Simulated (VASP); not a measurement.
## TiC: single point with LDA

TiC:

```
Ti C
1.0
     0.06759    2.15872    2.10561
     2.29408   -0.01892    2.19211
     2.20083    2.15197    0.07433
Ti C
1 1
Direct
  0.00537 0.99974 0.99865
  0.51358 0.50020 0.49826
```

| Item | Value |
| --- | --- |
| Program | VASP 6.6.1 |
| Task | single point |
| Functional | LDA |
| Potentials or basis | VASP PAW LDA potentials, release 64 (Ti_sv, C) |
| Cutoff | 600 eV |
| k mesh | 8 × 8 × 8 |
| Occupations | methfessel-paxton, width 0.1 eV |
| Spin | no spin polarisation |

```json
{
  "Pressure": "-9.9 GPa",
  "Largest force": "0.262 eV/Å",
  "Band gap on the k mesh": "zero (band 8 reaches 10.33 eV, above the bottom of band 9 at 8.90 eV)"
}
```

Forces in eV/Å, atoms in the order of the input:
```
Ti   0.019  0.160  0.206
C   -0.019 -0.160 -0.206
```

Stress tensor (GPa, compression positive):
```
-18.09   2.25 -13.01
  2.25 -11.12   1.08
-13.01   1.08  -0.54
```

Levels at points of the mesh, in eV from the Fermi level:
```csv
k point,band 6,band 7,band 8,band 9,band 10,band 11
"(0.00, 0.00, 0.00)",0.18,0.48,0.97,1.33,1.48,1.66
"(0.50, 0.00, 0.00)",-5.90,-3.41,-2.91,2.64,3.08,4.32
"(0.00, 0.50, 0.00)",-5.92,-2.93,-2.45,2.47,2.91,3.91
"(0.50, 0.50, 0.00)",-3.17,-1.80,-0.30,-0.15,2.61,3.42
"(0.00, 0.00, 0.50)",-5.89,-3.44,-2.94,2.76,3.02,4.32
"(0.50, 0.00, 0.50)",-3.45,-1.75,-0.51,0.48,2.68,3.30
"(0.00, 0.50, 0.50)",-3.68,-1.71,0.08,0.18,2.64,3.32
"(0.50, 0.50, 0.50)",-5.92,-3.09,-2.49,2.43,2.99,4.03
```

Wall time 66 s on 1 thread of AMD EPYC 9R45 96-Core Processor (Zen 5), on a shared host, peak memory 0.18 GiB.
